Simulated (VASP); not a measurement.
A run of VASP 6.6.1 is set up as follows.

File INCAR:

```
  PREC = Accurate
  ENCUT = 520
  EDIFF = 1E-7
  ISMEAR = -1
  SIGMA = 0.05
  LREAL = False
  LASPH = True
  NELM = 150
  ALGO = Normal
  ISIF = 2
  LWAVE = False
  LCHARG = False
  ISPIN = 2
  MAGMOM = 0.5 0.5
  LORBIT = 11
  LMAXMIX = 4
  GGA = PS
  NBANDS = 21
```

KPOINTS

```
regular mesh
0
Gamma
  15 15 8
```

The input POSCAR:

```
Pd
1.0
    2.6803105682      0.0000000000      0.0000000000
   -1.3401552841      2.3212170421      0.0000000000
    0.0000000000      0.0000000000      4.5111742306
Pd
2
Direct
    0.3333333333      0.6666666667      0.2500000000
    0.6666666667      0.3333333333      0.7500000000
```

Potentials or basis: VASP PAW PBE potentials, release 64 (Pd).

Run with:

```bash
$ cat potpaw_PBE.64/Pd/POTCAR > POTCAR
$ mpirun -np 1 vasp_std > vasp.out
```

(1) What does it give for the net moment?

(2) Predict the band gap on the k mesh.

(3) What does it give for the pressure?

Results:

(1) 0.00 μB per cell.

(2) zero (filled and empty bands overlap).

(3) 8.9 GPa.

Caveat: the cell stands under pressure; the PAW data sets were made with another functional, which shifts forces and pressure a little.
